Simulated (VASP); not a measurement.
Wanted: the native input for a VASP 6.6.1 run.

```yaml
Task: single point
Functional: r2SCAN
Potentials_or_basis: VASP PAW PBE potentials, release 64 (Nb_sv, As)
Cutoff: 550 eV
k_mesh: 18 × 18 × 18
Occupations: gaussian, width 0.1 eV
Spin: no spin polarisation
Dipole_correction: no
Further_INCAR_settings: ALGO = Normal; EDIFF = 1e-06; NBANDS = 26
```

Crystal: NbAs.

```
CELL_PARAMETERS angstrom
-1.68587 1.68587 5.63035
1.68587 -1.68587 5.63035
1.68587 1.68587 -5.63035
ATOMIC_POSITIONS crystal
Nb 0.99839 0.99839 0.00000
Nb 0.74839 0.24839 0.50000
As 0.41761 0.41761 0.00000
As 0.16761 0.66761 0.50000
```

One way to write it, as run:

POSCAR

```
NbAs
1.0
   -1.6858749721      1.6858749721      5.6303457063
    1.6858749721     -1.6858749721      5.6303457063
    1.6858749721      1.6858749721     -5.6303457063
Nb As
2 2
Direct
   -0.0016081305     -0.0016081305      0.0000000000
    0.7483918695      0.2483918695      0.5000000000
    0.4176081305      0.4176081305      0.0000000000
    0.1676081305      0.6676081305      0.5000000000
```

INCAR.step1

```
ALGO = Normal
EDIFF = 1E-5
ENCUT = 550
GGA = PE
GGA_COMPAT = False
ISMEAR = 0
LASPH = True
LCHARG = False
LREAL = False
LWAVE = True
NBANDS = 26
NELM = 120
PREC = Accurate
SIGMA = 0.1
```

INCAR.step2

```
ALGO = Normal
EDIFF = 1E-6
ENCUT = 550
GGA_COMPAT = False
ISIF = 2
ISMEAR = 0
ISTART = 1
LASPH = True
LCHARG = False
LMIXTAU = True
LREAL = False
LWAVE = False
METAGGA = R2SCAN
NBANDS = 26
NELM = 120
PREC = Accurate
SIGMA = 0.1
```

KPOINTS

```
k-points
0
Gamma
  18 18 18
```

Potentials or basis: VASP PAW PBE potentials, release 64 (Nb_sv, As).

Launch:

```bash
$ cat potpaw_PBE.64/Nb_sv/POTCAR potpaw_PBE.64/As/POTCAR > POTCAR
$ cp INCAR.step1 INCAR
$ mpirun -np 1 vasp_std > vasp.out
$ cp INCAR.step2 INCAR
$ mpirun -np 1 vasp_std > vasp.out
```

It gave:

```
Pressure               : 19.5 GPa
Band gap on the k mesh : zero (filled and empty bands touch)
```

Caveat: the cell stands under pressure; the PAW data sets were made with another functional, which shifts forces and pressure a little.

Run time: 3.2 h on 1 thread of Intel Xeon 8259CL, with other jobs on the host, peak memory 0.94 GiB.
